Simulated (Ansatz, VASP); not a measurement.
## Si3C2 in VASP and in Ansatz

File INCAR:

```
SYSTEM = Si3C2
PREC = Accurate
ENCUT = 520
EDIFF = 1E-6
ISMEAR = 0
SIGMA = 0.2
LREAL = .FALSE.
LASPH = .TRUE.
NELM = 80
ALGO = Normal
ISIF = 2
LWAVE = .FALSE.
LCHARG = .FALSE.
GGA = PE
NBANDS = 31
```

Contents of KPOINTS:

```
Automatic mesh
0
G
  8 4 4
  0 0 0
```

POSCAR

```
Si3C2
1.0
    0.0000000000      0.0000000000      2.7632937483
    4.7721675224      0.0000000000      0.0000000000
    0.0000000000      8.2656366110      0.0000000000
Si C
6 4
Direct
    0.0000000000      0.8598096904      0.5000000000
    0.0000000000      0.3598096904      0.0000000000
    0.0000000000      0.8200951548      0.1799048452
    0.0000000000      0.3200951548      0.6799048452
    0.0000000000      0.3200951548      0.3200951548
    0.0000000000      0.8200951548      0.8200951548
    0.5000000000      1.0000000000      0.3333333333
    0.5000000000      0.5000000000      0.8333333333
    0.5000000000      0.5000000000      0.1666666667
    0.5000000000      0.0000000000      0.6666666667
```

Input for Ansatz:

```yaml
crystal:
  lattice:
    - [0.0, 0.0, 2.7632937483]
    - [4.7721675224, 0.0, 0.0]
    - [0.0, 8.265636611, 0.0]
  atoms:
    - { symbol: Si, position: [0.0, 0.8598096904, 0.5] }
    - { symbol: Si, position: [0.0, 0.3598096904, 0.0] }
    - { symbol: Si, position: [0.0, 0.8200951548, 0.1799048452] }
    - { symbol: Si, position: [0.0, 0.3200951548, 0.6799048452] }
    - { symbol: Si, position: [0.0, 0.3200951548, 0.3200951548] }
    - { symbol: Si, position: [0.0, 0.8200951548, 0.8200951548] }
    - { symbol: C, position: [0.5, 1.0, 0.3333333333] }
    - { symbol: C, position: [0.5, 0.5, 0.8333333333] }
    - { symbol: C, position: [0.5, 0.5, 0.1666666667] }
    - { symbol: C, position: [0.5, 0.0, 0.6666666667] }
basis:
  ecutwfc: 420
kpoints:
  mp_grid: { grid: [8, 4, 4] }
hamiltonian:
  xc: pbe
scf:
  occupations: { method: gaussian, width: 0.2 }
  lower_state_search: "off"
output:
  forces: true
  stress: true
  eigenvalues: true
```

Alike in both runs: task single point; functional PBE; k mesh 8 × 4 × 4; occupations gaussian, width 0.2 eV; no spin polarisation.

|  | VASP | Ansatz |
| --- | --- | --- |
| version | VASP 6.6.1 | Ansatz 0.2.0 |
| potentials or method | VASP PAW PBE potentials, release 64 (Si, C), cutoff 520 eV | scalar-relativistic, plane waves, PAW |
| valence electrons in the cell | 40 | 40 |

VASP gave:

* gap on the k mesh at the Fermi level (eV): none
* pressure (GPa): -0.4
* traceless stress, the component that is largest in VASP (GPa): -2.20
* rms of the force components (eV/Å): 0.018

Task: What did Ansatz give for the same quantities?

Result: gap on the k mesh at the Fermi level (eV): none; pressure (GPa): -0.4; traceless stress, the component that is largest in VASP (GPa): -2.16; rms of the force components (eV/Å): 0.018.

Atom by atom the forces differ by 0.001 eV/Å (rms over components). A gap of «none» marks a metal or a gap that the smearing closes. The functional is the same, so the differences come from potentials, cutoffs and numerics.
